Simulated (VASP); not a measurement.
A run of VASP 6.6.1:

The input INCAR:

```
  PREC = Accurate
  ENCUT = 520
  EDIFF = 1E-8
  ISMEAR = -1
  SIGMA = 0.05
  LREAL = F
  LASPH = T
  NELM = 60
  ALGO = Normal
  ISIF = 2
  LWAVE = F
  LCHARG = F
  GGA = PE
  LEFG = T
  NBANDS = 12
```

The input KPOINTS:

```
Automatic mesh
0
Gamma
  14 14 14
```

Contents of POSCAR:

```
Tl
1.0
    0.0000000000      2.1211798878      2.1211798878
    2.1211798878      0.0000000000      2.1211798878
    2.1211798878      2.1211798878      0.0000000000
Tl
1
Direct
    0.0000000000      0.0000000000      0.0000000000
```

Potentials or basis: VASP PAW PBE potentials, release 64 (Tl_d).

The run is started by

```bash
$ cat potpaw_PBE.64/Tl_d/POTCAR > POTCAR
$ mpirun -np 1 vasp_std > vasp.out
```

Hardware: 1 thread of Intel(R) Xeon(R) Platinum 8488C (Sapphire Rapids) (shared host).

How long does it take, and how much memory?

Wall time 16 s on 1 thread of Intel(R) Xeon(R) Platinum 8488C (Sapphire Rapids) (shared host), peak memory 0.15 GiB. Counts: scf iterations 13, k points 104.
